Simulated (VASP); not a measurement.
# Al (Fm-3m) in VASP: notebook

The runs below take Al through single point, with PBE.

Everything below comes from runs of VASP 6.6.1. Logs are shortened: lines on timing, memory, paths and dates and some standing lists are left out, and cuts for length are marked.

## Step 1: The cell of the first run

Symmetry: Fm-3m, No. 225, cubic system. The conventional cell has a = 4.040 Å, b = 4.040 Å, c = 4.040 Å, α = 90.00°, β = 90.00°, γ = 90.00°. Al (site symmetry m-3m) has 12 Al at 2.86 Å within 3.8 Å.

## Step 2: Single point, PBE

Input file INCAR:

```
SYSTEM = Al
  PREC = Accurate
  ENCUT = 520
  EDIFF = 1E-6
  ISMEAR = 0
  SIGMA = 0.1
  LREAL = .FALSE.
  LASPH = .TRUE.
  NELM = 100
  ALGO = Normal
  ISIF = 2
  LWAVE = .FALSE.
  LCHARG = .FALSE.
  GGA = PE
  NBANDS = 8
```

Input file KPOINTS:

```
regular mesh
0
G
  28 28 28
  0 0 0
```

Input file POSCAR:

```
Al
1.0
    0.0000000000      2.0201127739      2.0201127739
    2.0201127739      0.0000000000      2.0201127739
    2.0201127739      2.0201127739      0.0000000000
Al
1
Direct
    0.0000000000      0.0000000000      0.0000000000
```

Potentials or basis: VASP PAW PBE potentials, release 64 (Al).

Command:

```
$ cat potpaw_PBE.64/Al/POTCAR > POTCAR
$ mpirun -np 1 vasp_std > vasp.out
```

OUTCAR:

```text
SYSTEM = Al
   PREC = Accurate
   ENCUT = 520
   EDIFF = 1E-6
   ISMEAR = 0
   LREAL = .FALSE.
   LASPH = .TRUE.
   NELM = 100
   ISIF = 2
   GGA = PE

 ion  position               nearest neighbor table
   1  0.000  0.000  0.000-

  LATTYP: Found a face centered cubic cell.
 ALAT       =     4.0402255478

  Lattice vectors:

 A1 = (   0.0000000000,   2.0201127739,   2.0201127739)
 A2 = (   2.0201127739,   0.0000000000,   2.0201127739)
 A3 = (   2.0201127739,   2.0201127739,   0.0000000000)

Analysis of symmetry for initial positions (statically):
=====================================================================
 Subroutine PRICEL returns:
 Original cell was already a primitive cell.

 Routine SETGRP: Setting up the symmetry group for a
 face centered cubic supercell.

 Subroutine GETGRP returns: Found 48 space group operations
 (whereof 48 operations were pure point group operations)
 out of a pool of 48 trial point group operations.

The static configuration has the point symmetry O_h .

Analysis of symmetry for dynamics (positions and initial velocities):
=====================================================================
 Subroutine PRICEL returns:
 Original cell was already a primitive cell.

 Routine SETGRP: Setting up the symmetry group for a
 face centered cubic supercell.

 Subroutine GETGRP returns: Found 48 space group operations
 (whereof 48 operations were pure point group operations)
 out of a pool of 48 trial point group operations.

The dynamic configuration has the point symmetry O_h .

 Subroutine INISYM returns: Found 48 space group operations
 (whereof 48 operations are pure point group operations),
 and found     1 'primitive' translations

----------------------------------------------------------------------------------------

                                     Primitive cell

  volume of cell :      16.4876

  direct lattice vectors                    reciprocal lattice vectors
     0.000000000  2.020112774  2.020112774    -0.247510934  0.247510934  0.247510934
     2.020112774  0.000000000  2.020112774     0.247510934 -0.247510934  0.247510934
     2.020112774  2.020112774  0.000000000     0.247510934  0.247510934 -0.247510934

  length of vectors
     2.856870882  2.856870882  2.856870882     0.428701514  0.428701514  0.428701514

  position of ions in fractional coordinates (direct lattice)
     0.000000000  0.000000000  0.000000000

  ion indices of the primitive-cell ions
   primitive index   ion index
                 1           1

----------------------------------------------------------------------------------------

 KPOINTS: regular mesh

Automatic generation of k-mesh.
 Grid dimensions read from file:
 generate k-points for:   28   28   28

 Generating k-lattice:

  Cartesian coordinates                     Fractional coordinates (reciprocal lattice)
    -0.008839676  0.008839676  0.008839676     0.035714286  0.000000000  0.000000000
     0.008839676 -0.008839676  0.008839676     0.000000000  0.035714286  0.000000000
     0.008839676  0.008839676 -0.008839676     0.000000000  0.000000000  0.035714286

  Length of vectors
     0.015310768  0.015310768  0.015310768

  Shift w.r.t. Gamma in fractional coordinates (k-lattice)
     0.000000000  0.000000000  0.000000000

 Subroutine IBZKPT returns following result:
 ===========================================

 Found    624 irreducible k-points:

 Following reciprocal coordinates:
            Coordinates               Weight
  0.000000  0.000000  0.000000      1.000000
  0.035714  0.000000  0.000000      8.000000
  0.071429  0.000000  0.000000      8.000000
  0.107143  0.000000  0.000000      8.000000
  0.142857  0.000000  0.000000      8.000000
  0.178571  0.000000  0.000000      8.000000
[... 16 lines left out ...]
  0.285714  0.035714  0.000000     24.000000
  0.321429  0.035714  0.000000     24.000000
 [... further k-points ...]
   k-points           NKPTS =    624   k-points in BZ     NKDIM =    624   number of bands    NBANDS=      8
   number of dos      NEDOS =    301   number of ions     NIONS =      1
   total plane-waves  NPLWV =  13824
   dimension x,y,z NGX =    24 NGY =   24 NGZ =   24
   dimension x,y,z NGXF=    48 NGYF=   48 NGZF=   48
   ions per type =               1
   NGX,Y,Z   is equivalent  to a cutoff of  13.97, 13.97, 13.97 a.u.
   NGXF,Y,Z  is equivalent  to a cutoff of  27.93, 27.93, 27.93 a.u.
 SYSTEM =  Al
   PREC   = accura    normal or accurate (medium, high low for compatibility)
   ISTART =      0    job   : 0-new  1-cont  2-samecut
   ICHARG =      2    charge: 1-file 2-atom 10-const
   ISPIN  =      1    spin polarized calculation?
   LNONCOLLINEAR =      F non collinear calculations
   LSORBIT =      F    spin-orbit coupling
   LASPH  =      T    aspherical Exc in radial PAW
   ENCUT  =  520.0 eV  38.22 Ry    6.18 a.u.   5.31  5.31  5.31*2*pi/ulx,y,z
   NELM   =    100;   NELMIN=  2; NELMDL= -5     # of ELM steps
   EDIFF  = 0.1E-05   stopping-criterion for ELM
   LREAL  =      F    real-space projection
   EDIFFG = 0.1E-04   stopping-criterion for IOM
   NSW    =      0    number of steps for IOM
   IBRION =     -1    ionic relax: 0-MD 1-quasi-New 2-CG
   NFREE  =      0    steps in history (QN), initial steepest desc. (CG)
   ISIF   =      2    stress and relaxation
   ISYM   =      2    0-nonsym 1-usesym 2-fastsym
   POTIM  = 0.5000    time-step for ionic-motion
   TEBEG  =    0.0;   TEEND  =   0.0 temperature during run
   PSTRESS=    0.0 pullay stress
   NELECT =       3.0000    total number of electrons
   NUPDOWN=      -1.0000    fix difference up-down
   EMIN   =  10.00;   EMAX   =-10.00  energy-range for DOS
   EFERMI =   0.00;   METHOD = LEGACY
   ISMEAR =     0;   SIGMA  =   0.10  broadening in eV -4-tet -1-fermi 0-gaus
   EFERMI_NEDOS =   21; number of points for ismear=-14 and -15
   IALGO  =     38    algorithm
   IMIX   =      4    mixing-type and parameters
     AMIX     =   0.40;   BMIX     =  1.00
     AMIX_MAG =   1.60;   BMIX_MAG =  1.00
  volume/ion in A,a.u.               =      16.49       111.26
  Fermi-wavevector in a.u.,A,eV,Ry     =   0.927676  1.753053 11.708938  0.860583
  Thomas-Fermi vector in A             =   2.053771
   LORBIT       =      0    0 simple, 1 ext, 2 COOP (PROOUT), +10 PAW based schemes
   GGA     = PE    functional components
   LHFCALC =     F    Hartree Fock is set to
   AEXX    =    0.0000 exact exchange contribution
   IVDW    =     0    specifies the selected vdW correction
   LEPSILON=     F    determine dielectric tensor
   LRPA    =     F    only Hartree local field effects (RPA)
 non-spin polarized calculation
 Gauss-broadening in eV      SIGMA  =   0.10
  energy-cutoff  :      520.00
  volume of cell :       16.49
 maximum number of plane-waves:       459
 NGX is ok and might be reduce to    24
   NGX = 11   NGY = 11   NGZ = 11

 number of electron       3.0000000 magnetization

 Free energy of the ion-electron system (eV)
  ---------------------------------------------------
  ext. energy  EPLUGINS =         0.00000000
  ---------------------------------------------------
  free energy    TOTEN  =        -3.74637500 eV

  energy without entropy =       -3.74431500  energy(sigma->0) =       -3.74534500

 E-fermi :   8.0076     XC(G=0): -10.1994

 val. band max:        7.9976201900   @ k =  -0.3214   0.4643   0.1429
 cond. band min:       8.0209183743   @ k =   0.5000   0.2857   0.0000
 fundamental gap:      0.0232981843
 Fermi energy:         8.0075771468

 k-point     1 :       0.0000    0.0000    0.0000
  band No.  band energies     occupation
      1      -3.1317      2.00000
      2      20.6313      0.00000
      3      20.6313      0.00000
      4      20.6313      0.00000
      5      22.1288      0.00000
      6      22.1288      0.00000
      7      22.1288      0.00000
      8      24.4791      0.00000

 k-point     2 :       0.0357    0.0000    0.0000
  band No.  band energies     occupation
      1      -3.0970      2.00000
      2      19.8431      0.00000
      3      20.4834      0.00000
      4      20.4834      0.00000
      5      22.3311      0.00000
      6      22.3311      0.00000
      7      22.5192      0.00000
      8      24.8519      0.00000

 k-point     3 :       0.0714    0.0000    0.0000
  band No.  band energies     occupation
      1      -2.9930      2.00000
      2      18.4924      0.00000
      3      20.1746      0.00000
      4      20.1746      0.00000
      5      22.7710      0.00000
      6      22.7998      0.00000
      7      22.7998      0.00000
      8      25.8786      0.00000

 k-point     4 :       0.1071    0.0000    0.0000
  band No.  band energies     occupation
      1      -2.8197      2.00000
      2      17.0517      0.00000
      3      19.8441      0.00000
      4      19.8441      0.00000
      5      22.7726      0.00000
      6      23.3780      0.00000
      7      23.3780      0.00000
      8      26.0075      0.00000

 k-point     5 :       0.1429    0.0000    0.0000
  band No.  band energies     occupation
      1      -2.5775      2.00000
      2      15.6054      0.00000
      3      19.5411      0.00000
      4      19.5411      0.00000
      5      22.6804      0.00000
      6      23.9259      0.00000
      7      23.9259      0.00000
      8      25.4060      0.00000
[... 177 lines left out ...]
 k-point    22 :       0.2500    0.0357    0.0000
  band No.  band energies     occupation
      1      -1.5671      2.00000
      2      11.9167      0.00000
      3      18.2578      0.00000
      4      19.3258      0.00000
      5      22.0458      0.00000
      6      22.8204      0.00000
      7      23.7229      0.00000
      8      25.6550      0.00000

 k-point    23 :       0.2857    0.0357    0.0000
  band No.  band energies     occupation
      1      -1.0759      2.00000
      2      10.6049      0.00000
      3      18.1382      0.00000
      4      19.2161      0.00000
      5      21.3982      0.00000
      6      22.7560      0.00000
      7      23.0990      0.00000
      8      26.3037      0.00000

 k-point    24 :       0.3214    0.0357    0.0000
  band No.  band energies     occupation
      1      -0.5183      2.00000
      2       9.3432      0.00000
      3      18.0763      0.00000
      4      19.1611      0.00000
      5      20.7887      0.00000
      6      22.5072      0.00000
      7      22.7418      0.00000
      8      25.9577      0.00000

 [... further k-points ...]

------------------------ aborting loop because EDIFF is reached ----------------------------------------

  FORCE on cell =-STRESS in cart. coord.  units (eV):
  Direction    XX          YY          ZZ          XY          YZ          ZX
  --------------------------------------------------------------------------------------
  -------------------------------------------------------------------------------------
  Total       -0.0030389     -0.0030389     -0.0030389      0.0000000     -0.0000000     -0.0000000
  in kB       -0.2953080     -0.2953080     -0.2953080      0.0000000     -0.0000000     -0.0000000
  external PRESSURE =      -0.2953080 kB  Pullay stress =       0.0000000 kB

 VOLUME and BASIS-vectors are now :
 -----------------------------------------------------------------------------
  energy-cutoff  :      520.00
  volume of cell :       16.49
      direct lattice vectors                 reciprocal lattice vectors
     0.000000000  2.020112774  2.020112774    -0.247510934  0.247510934  0.247510934
     2.020112774  0.000000000  2.020112774     0.247510934 -0.247510934  0.247510934
     2.020112774  2.020112774  0.000000000     0.247510934  0.247510934 -0.247510934

 POSITION                                       TOTAL-FORCE (eV/Angst)
 -----------------------------------------------------------------------------------
      0.00000      0.00000      0.00000        -0.000000     -0.000000      0.000000
 -----------------------------------------------------------------------------------
    total drift:                               -0.000000      0.000000     -0.000000

  FREE ENERGIE OF THE ION-ELECTRON SYSTEM (eV)
  ---------------------------------------------------
  free  energy   TOTEN  =        -3.7463749964 eV

  energy  without entropy=       -3.7443150033  energy(sigma->0) =       -3.74534500
```

Run time: 66 s. Hardware: 1 thread of Intel Xeon 8259CL, shared host; peak memory 0.19 GiB.

What came out:

```yaml
Free_energy: -3.7464 eV
Pressure: 0.0 GPa
```

(Part 1 of 2 ends here.)
